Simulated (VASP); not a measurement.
# SnSe2 (P1) in VASP: single point with PBE+D3(BJ)

Aim: the single point of SnSe2 with PBE+D3(BJ).

Everything below comes from runs of VASP 6.6.1. Logs are shortened: lines on timing, memory, paths and dates and some standing lists are left out, and cuts for length are marked.

### Step 1. The cell of the first run

The typed cell holds 3 atoms: a = 3.811 Å, b = 3.811 Å, c = 6.137 Å, α = 90.00°, β = 90.00°, γ = 120.00°.

### Step 2. Single point, PBE+D3(BJ) (atoms displaced along a vibrational mode)

Input file INCAR:

```
SYSTEM = SnSe2
PREC     = Accurate       ! precision mode
ENCUT    = 520            ! plane-wave cutoff, eV
EDIFF    = 1E-6           ! SCF threshold, eV
ISMEAR   = 0              ! smearing method
SIGMA    = 0.05           ! smearing width, eV
LREAL    = .FALSE.        ! projectors in reciprocal space
LASPH    = .TRUE.         ! aspherical terms in the spheres
NELM     = 80             ! most SCF steps
ALGO     = Normal         ! electronic algorithm
ISIF     = 2              ! what is computed and relaxed
LWAVE    = .FALSE.        ! write WAVECAR
LCHARG   = .FALSE.        ! write CHGCAR
GGA      = PE             ! functional
IVDW     = 12             ! dispersion correction
NBANDS   = 20             ! bands
```

Input file KPOINTS:

```
Automatic mesh
0
G
  12 12 6
  0 0 0
```

Input file POSCAR:

```
SnSe2
1.0
    3.8109987816      0.0000000000      0.0000000000
   -1.9054993908      3.3004217586      0.0000000000
    0.0000000000      0.0000000000      6.1370000000
Sn Se
1 2
Direct
    0.0263400652      0.0192822660      0.0000000000
    0.3135360081      0.6521740187      0.2500000000
    0.6468693414      0.3188406854      0.7500000000
```

Potentials or basis: VASP PAW PBE potentials, release 64 (Sn_d, Se).

Launch:

```console
> cat potpaw_PBE.64/Sn_d/POTCAR potpaw_PBE.64/Se/POTCAR > POTCAR
> mpirun -np 1 vasp_std > vasp.out
```

OUTCAR:

```text
SYSTEM = SnSe2
   PREC = Accurate
   ENCUT = 520
   EDIFF = 1E-6
   ISMEAR = 0
   LREAL = .FALSE.
   LASPH = .TRUE.
   NELM = 80
   ISIF = 2
   GGA = PE
   IVDW = 12
 IVDW          = 12

 ion  position               nearest neighbor table
   1  0.026  0.019  0.000-   3 2.56   2 2.59   2 2.65   3 2.72   3 2.78   2 2.81
   2  0.314  0.652  0.250-   1 2.59   1 2.65   1 2.81
   3  0.647  0.319  0.750-   1 2.56   1 2.72   1 2.78

  LATTYP: Found a hexagonal cell.
 ALAT       =     3.8109987816
 C/A-ratio  =     1.6103390087

  Lattice vectors:

 A1 = (   3.8109987816,   0.0000000000,   0.0000000000)
 A2 = (  -1.9054993908,   3.3004217586,   0.0000000000)
 A3 = (   0.0000000000,   0.0000000000,   6.1370000000)

Analysis of symmetry for initial positions (statically):
=====================================================================
 Subroutine PRICEL returns:
 Original cell was already a primitive cell.

 Routine SETGRP: Setting up the symmetry group for a
 hexagonal supercell.

 Subroutine GETGRP returns: Found  1 space group operations
 (whereof  1 operations were pure point group operations)
 out of a pool of 24 trial point group operations.

The static configuration has the point symmetry C_1 .

Analysis of symmetry for dynamics (positions and initial velocities):
=====================================================================
 Subroutine PRICEL returns:
 Original cell was already a primitive cell.

 Routine SETGRP: Setting up the symmetry group for a
 hexagonal supercell.

 Subroutine GETGRP returns: Found  1 space group operations
 (whereof  1 operations were pure point group operations)
 out of a pool of 24 trial point group operations.

The dynamic configuration has the point symmetry C_1 .

 Subroutine INISYM returns: Found  1 space group operations
 (whereof  1 operations are pure point group operations),
 and found     1 'primitive' translations

----------------------------------------------------------------------------------------

                                     Primitive cell

  volume of cell :      77.1906

  direct lattice vectors                    reciprocal lattice vectors
     3.810998782  0.000000000  0.000000000     0.262398405  0.151495789  0.000000000
    -1.905499391  3.300421759  0.000000000     0.000000000  0.302991579  0.000000000
     0.000000000  0.000000000  6.137000000     0.000000000  0.000000000  0.162946065

  length of vectors
     3.810998782  3.810998782  6.137000000     0.302991579  0.302991579  0.162946065

  position of ions in fractional coordinates (direct lattice)
     0.026340065  0.019282266  0.000000000
     0.313536008  0.652174019  0.250000000
     0.646869341  0.318840685  0.750000000

  ion indices of the primitive-cell ions
   primitive index   ion index
                 1           1
                 2           2
                 3           3

----------------------------------------------------------------------------------------

 KPOINTS: Automatic mesh

Automatic generation of k-mesh.
 Grid dimensions read from file:
 generate k-points for:   12   12    6

 Generating k-lattice:

  Cartesian coordinates                     Fractional coordinates (reciprocal lattice)
     0.021866534  0.012624649  0.000000000     0.083333333 -0.000000000  0.000000000
     0.000000000  0.025249298  0.000000000     0.000000000  0.083333333  0.000000000
     0.000000000  0.000000000  0.027157677     0.000000000  0.000000000  0.166666667

  Length of vectors
     0.025249298  0.025249298  0.027157677

  Shift w.r.t. Gamma in fractional coordinates (k-lattice)
     0.000000000  0.000000000  0.000000000

 Subroutine IBZKPT returns following result:
 ===========================================

 Found    436 irreducible k-points:

 Following reciprocal coordinates:
            Coordinates               Weight
  0.000000  0.000000  0.000000      1.000000
  0.083333  0.000000  0.000000      2.000000
  0.000000  0.083333  0.000000      2.000000
 -0.083333  0.083333  0.000000      2.000000
  0.166667  0.000000  0.000000      2.000000
  0.000000  0.166667  0.000000      2.000000
[... 16 lines left out ...]
  0.166667  0.083333  0.000000      2.000000
 -0.083333  0.250000  0.000000      2.000000
 [... further k-points ...]
   k-points           NKPTS =    436   k-points in BZ     NKDIM =    436   number of bands    NBANDS=     20
   number of dos      NEDOS =    301   number of ions     NIONS =      3
   total plane-waves  NPLWV =  37632
   dimension x,y,z NGX =    28 NGY =   28 NGZ =   48
   dimension x,y,z NGXF=    56 NGYF=   56 NGZF=   96
   ions per type =               1   2
   NGX,Y,Z   is equivalent  to a cutoff of  12.21, 12.21, 13.00 a.u.
   NGXF,Y,Z  is equivalent  to a cutoff of  24.43, 24.43, 26.01 a.u.
 SYSTEM =  SnSe2
   PREC   = accura    normal or accurate (medium, high low for compatibility)
   ISTART =      0    job   : 0-new  1-cont  2-samecut
   ICHARG =      2    charge: 1-file 2-atom 10-const
   ISPIN  =      1    spin polarized calculation?
   LNONCOLLINEAR =      F non collinear calculations
   LSORBIT =      F    spin-orbit coupling
   LASPH  =      T    aspherical Exc in radial PAW
   ENCUT  =  520.0 eV  38.22 Ry    6.18 a.u.   7.09  7.09 11.41*2*pi/ulx,y,z
   NELM   =     80;   NELMIN=  2; NELMDL= -5     # of ELM steps
   EDIFF  = 0.1E-05   stopping-criterion for ELM
   LREAL  =      F    real-space projection
   EDIFFG = 0.1E-04   stopping-criterion for IOM
   NSW    =      0    number of steps for IOM
   IBRION =     -1    ionic relax: 0-MD 1-quasi-New 2-CG
   NFREE  =      0    steps in history (QN), initial steepest desc. (CG)
   ISIF   =      2    stress and relaxation
   ISYM   =      2    0-nonsym 1-usesym 2-fastsym
   POTIM  = 0.5000    time-step for ionic-motion
   TEBEG  =    0.0;   TEEND  =   0.0 temperature during run
   PSTRESS=    0.0 pullay stress
   NELECT =      26.0000    total number of electrons
   NUPDOWN=      -1.0000    fix difference up-down
   EMIN   =  10.00;   EMAX   =-10.00  energy-range for DOS
   EFERMI =   0.00;   METHOD = LEGACY
   ISMEAR =     0;   SIGMA  =   0.05  broadening in eV -4-tet -1-fermi 0-gaus
   EFERMI_NEDOS =   21; number of points for ismear=-14 and -15
   IALGO  =     38    algorithm
   IMIX   =      4    mixing-type and parameters
     AMIX     =   0.40;   BMIX     =  1.00
     AMIX_MAG =   1.60;   BMIX_MAG =  1.00
  volume/ion in A,a.u.               =      25.73       173.64
  Fermi-wavevector in a.u.,A,eV,Ry     =   1.139054  2.152501 17.652812  1.297445
  Thomas-Fermi vector in A             =   2.275758
   LORBIT       =      0    0 simple, 1 ext, 2 COOP (PROOUT), +10 PAW based schemes
   GGA     = PE    functional components
   LHFCALC =     F    Hartree Fock is set to
   AEXX    =    0.0000 exact exchange contribution
   IVDW    =    12    specifies the selected vdW correction
   LEPSILON=     F    determine dielectric tensor
   LRPA    =     F    only Hartree local field effects (RPA)
 non-spin polarized calculation
 Gauss-broadening in eV      SIGMA  =   0.05
  energy-cutoff  :      520.00
  volume of cell :       77.19
 maximum number of plane-waves:      2109
   NGX = 15   NGY = 15   NGZ = 23

 number of electron      26.0000001 magnetization

 Free energy of the ion-electron system (eV)
  ---------------------------------------------------
  ext. energy  EPLUGINS =         0.00000000
  ---------------------------------------------------
  free energy    TOTEN  =       -11.67457102 eV

  energy without entropy =      -11.67457102  energy(sigma->0) =      -11.67457102

 E-fermi :   4.5042     XC(G=0):  -9.4570

 val. band max:        4.2050053204   @ k =  -0.0833   0.1667   0.0000
 cond. band min:       4.8917221131   @ k =   0.4167  -0.4167   0.3333
 fundamental gap:      0.6867167927
 Fermi energy:         4.5041517727

 k-point     1 :       0.0000    0.0000    0.0000
  band No.  band energies     occupation
      1     -17.1221      2.00000
      2     -17.1132      2.00000
      3     -17.0724      2.00000
      4     -17.0623      2.00000
      5     -17.0579      2.00000
      6      -9.8372      2.00000
[... 12 lines left out ...]
     19      13.0798      0.00000
     20      13.1243      0.00000

 k-point     2 :       0.0833    0.0000    0.0000
  band No.  band energies     occupation
      1     -17.1255      2.00000
      2     -17.1109      2.00000
      3     -17.0704      2.00000
      4     -17.0638      2.00000
      5     -17.0575      2.00000
      6      -9.7677      2.00000
[... 12 lines left out ...]
     19      12.5749      0.00000
     20      13.2102      0.00000

 k-point     3 :       0.0000    0.0833    0.0000
  band No.  band energies     occupation
      1     -17.1240      2.00000
      2     -17.1124      2.00000
      3     -17.0705      2.00000
      4     -17.0628      2.00000
      5     -17.0582      2.00000
      6      -9.7675      2.00000
[... 12 lines left out ...]
     19      12.5517      0.00000
     20      13.2152      0.00000

 k-point     4 :      -0.0833    0.0833    0.0000
  band No.  band energies     occupation
      1     -17.1221      2.00000
      2     -17.1144      2.00000
      3     -17.0705      2.00000
      4     -17.0619      2.00000
      5     -17.0591      2.00000
      6      -9.7672      2.00000
[... 12 lines left out ...]
     19      12.5261      0.00000
     20      13.2185      0.00000

 k-point     5 :       0.1667    0.0000    0.0000
  band No.  band energies     occupation
      1     -17.1356      2.00000
      2     -17.1052      2.00000
      3     -17.0687      2.00000
      4     -17.0636      2.00000
      5     -17.0554      2.00000
      6      -9.5637      2.00000
[... 12 lines left out ...]
     19      12.4357      0.00000
     20      13.3775      0.00000
[... 353 lines left out ...]
      6      -9.6292      2.00000
[... 12 lines left out ...]
     19      12.3853      0.00000
     20      13.4254      0.00000

 k-point    22 :      -0.1667    0.0833    0.0000
  band No.  band energies     occupation
      1     -17.1294      2.00000
      2     -17.1100      2.00000
      3     -17.0670      2.00000
      4     -17.0649      2.00000
      5     -17.0569      2.00000
      6      -9.6300      2.00000
[... 12 lines left out ...]
     19      12.3712      0.00000
     20      13.4345      0.00000

 k-point    23 :       0.1667    0.0833    0.0000
  band No.  band energies     occupation
      1     -17.1434      2.00000
      2     -17.1026      2.00000
      3     -17.0702      2.00000
      4     -17.0605      2.00000
      5     -17.0517      2.00000
      6      -9.3667      2.00000
[... 12 lines left out ...]
     19      11.8889      0.00000
     20      13.6968      0.00000

 k-point    24 :      -0.0833    0.2500    0.0000
  band No.  band energies     occupation
      1     -17.1380      2.00000
      2     -17.1086      2.00000
      3     -17.0687      2.00000
      4     -17.0618      2.00000
      5     -17.0515      2.00000
      6      -9.3631      2.00000
[... 12 lines left out ...]
     19      11.9115      0.00000
     20      13.6640      0.00000

 [... further k-points ...]

------------------------ aborting loop because EDIFF is reached ----------------------------------------

 Edisp (eV)   -1.08298

 E8    (eV) :    -0.4738

  FORCE on cell =-STRESS in cart. coord.  units (eV):
  Direction    XX          YY          ZZ          XY          YZ          ZX
  --------------------------------------------------------------------------------------
  -------------------------------------------------------------------------------------
  Total       1.50135     1.49731     2.31818     0.13997    -0.00034    -0.39638
  in kB      31.16211    31.07839    48.11651     2.90526    -0.00712    -8.22736
  external pressure =       36.79 kB  Pullay stress =        0.00 kB

 VOLUME and BASIS-vectors are now :
 -----------------------------------------------------------------------------
  energy-cutoff  :      520.00
  volume of cell :       77.19
      direct lattice vectors                 reciprocal lattice vectors
     3.810998782  0.000000000  0.000000000     0.262398405  0.151495789  0.000000000
    -1.905499391  3.300421759  0.000000000     0.000000000  0.302991579  0.000000000
     0.000000000  0.000000000  6.137000000     0.000000000  0.000000000  0.162946065

 POSITION                                       TOTAL-FORCE (eV/Angst)
 -----------------------------------------------------------------------------------
      0.06364      0.06364      0.00000        -0.754034     -0.753692      0.027297
     -0.04783      2.15245      1.53425         0.250310      0.376761      0.872543
      1.85767      1.05231      4.60275         0.503724      0.376930     -0.899840
 -----------------------------------------------------------------------------------
    total drift:                               -0.000149     -0.000094      0.000005

  FREE ENERGIE OF THE ION-ELECTRON SYSTEM (eV)
  ---------------------------------------------------
  free  energy   TOTEN  =       -12.7575533325 eV

  energy  without entropy=      -12.7575533325  energy(sigma->0) =      -12.75755333
```

Run time: 12 min. Hardware: 1 thread of Intel Xeon 8259CL, shared host; peak memory 0.71 GiB.

Results:

* Free energy: -12.7576 eV
* Pressure: 3.7 GPa
* Largest force: 1.098 eV/Å
* Band gap on the k mesh: 0.69 eV (least direct gap 1.05 eV)
* Dispersion energy per atom: -0.361 eV

Forces on the atoms (eV/Å):
```
Sn  -0.754 -0.754  0.027
Se   0.250  0.377  0.873
Se   0.504  0.377 -0.900
```

Stress tensor (GPa, compression positive):
```
 3.12  0.29 -0.82
 0.29  3.11  0.00
-0.82  0.00  4.81
```

Levels at points of the mesh, in eV from the valence-band top:
| k point | band 10 | band 11 | band 12 | band 13 | band 14 | band 15 | band 16 | band 17 |
| --- | --- | --- | --- | --- | --- | --- | --- | --- |
| (0.00, 0.00, 0.00) | -0.84 | -0.33 | -0.30 | -0.03 | 1.03 | 2.93 | 4.63 | 4.68 |
| (0.50, 0.00, 0.00) | -2.97 | -2.71 | -1.26 | -0.34 | 1.12 | 3.74 | 5.35 | 5.49 |
| (0.00, 0.50, 0.00) | -2.97 | -2.68 | -1.25 | -0.34 | 1.09 | 3.78 | 5.24 | 5.64 |
| (0.50, 0.50, 0.00) | -2.98 | -2.65 | -1.25 | -0.35 | 1.06 | 3.82 | 5.18 | 5.74 |
| (0.00, 0.00, 0.50) | -0.90 | -0.87 | -0.21 | -0.20 | 2.36 | 2.91 | 4.36 | 4.45 |
| (0.50, 0.00, 0.50) | -2.54 | -2.04 | -0.89 | -0.73 | 0.83 | 4.21 | 4.79 | 5.79 |
| (0.00, 0.50, 0.50) | -2.51 | -2.06 | -0.89 | -0.73 | 0.82 | 4.22 | 4.80 | 5.64 |
| (0.50, 0.50, 0.50) | -2.47 | -2.07 | -0.90 | -0.72 | 0.81 | 4.23 | 4.82 | 5.53 |

Caveat: the cell differs from its parent crystal (atoms displaced along a vibrational mode); the cell stands under pressure; semilocal functionals underestimate gaps, and a narrow one can read as zero; spin-orbit coupling is left out, which moves the levels of the heavy elements; forces of over 1 eV/Å act on the atoms, so gaps and moduli don't describe the material at rest.
